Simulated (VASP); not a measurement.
Write the native input for VASP 6.6.1 that does the following.

```yaml
Task: single point
Functional: revPBE
Dispersion: D3(BJ)
Potentials_or_basis: VASP PAW PBE potentials, release 64 (Ru_pv, Al)
Cutoff: 520 eV
k_mesh: 9 × 9 × 9
Occupations: fermi-dirac, width 0.05 eV
Spin: no spin polarisation
Dipole_correction: no
Further_INCAR_settings: ALGO = Normal; EDIFF = 1e-06; NBANDS = 16
```

The structure of AlRu lies in POSCAR:

```
AlRu
1.0
    2.9579827814      0.0000000000      0.0000000000
    0.0000000000      2.9579827814      0.0000000000
    0.0000000000      0.0000000000      2.9579827814
Ru Al
1 1
Direct
    0.5000000000      0.5000000000      0.5000000000
    0.0000000000      0.0000000000      0.0000000000
```

The input as run:

INCAR

```
PREC = Accurate
ENCUT = 520
EDIFF = 1E-6
ISMEAR = -1
SIGMA = 0.05
LREAL = F
LASPH = T
NELM = 60
ALGO = Normal
ISIF = 2
LWAVE = F
LCHARG = T
GGA = RE
IVDW = 12
LELF = T
LVHAR = T
NBANDS = 16
```

KPOINTS

```
regular mesh
0
Gamma
  9 9 9
```

Potentials or basis: VASP PAW PBE potentials, release 64 (Ru_pv, Al).

Launch:

```console
$ cat potpaw_PBE.64/Ru_pv/POTCAR potpaw_PBE.64/Al/POTCAR > POTCAR
$ mpirun -np 1 vasp_std > vasp.out
```

Results of the run:

```
Pressure                   : -0.2 GPa
Dispersion energy per atom : -1.012 eV
```

Caveat: the PAW data sets were made with another functional, which shifts forces and pressure a little; pairwise dispersion overbinds metals, which lowers pressure and volume.

It took 9.2 s on 1 thread of Intel(R) Xeon(R) Platinum 8259CL CPU @ 2.50GHz (Skylake/Cascade Lake) (shared host), peak memory 0.15 GiB.
